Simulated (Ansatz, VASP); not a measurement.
# Cd: VASP beside Ansatz

```
CELL_PARAMETERS angstrom
3.02772 0.00000 0.00000
-1.51386 2.62208 0.00000
0.00000 0.00000 5.70976
ATOMIC_POSITIONS crystal
Cd 0.33333 0.66667 0.25000
Cd 0.66667 0.33333 0.75000
```

Change from the starting cell: volume scaled by 1.05.

Alike in both runs: task single point; functional PBEsol; k mesh 14 × 14 × 7; occupations fermi-dirac, width 0.05 eV; no spin polarisation.

```csv
,VASP,Ansatz
version,VASP 6.6.1,Ansatz 0.2.0
potentials or method,"VASP PAW PBE potentials, release 64 (Cd), cutoff 520 eV","all-electron LAPW, scalar-relativistic"
```

Ansatz gave:

* pressure (GPa): -3.6
* traceless stress, the component that is largest in VASP (GPa): 0.53

Q: What did VASP give for the same quantities?

A: Pressure (GPa): -3.4; traceless stress, the component that is largest in VASP (GPa): 0.41.

VASP's potentials were made for PBE, not for PBEsol. Ansatz ran all-electron here, and VASP with PAW potentials.
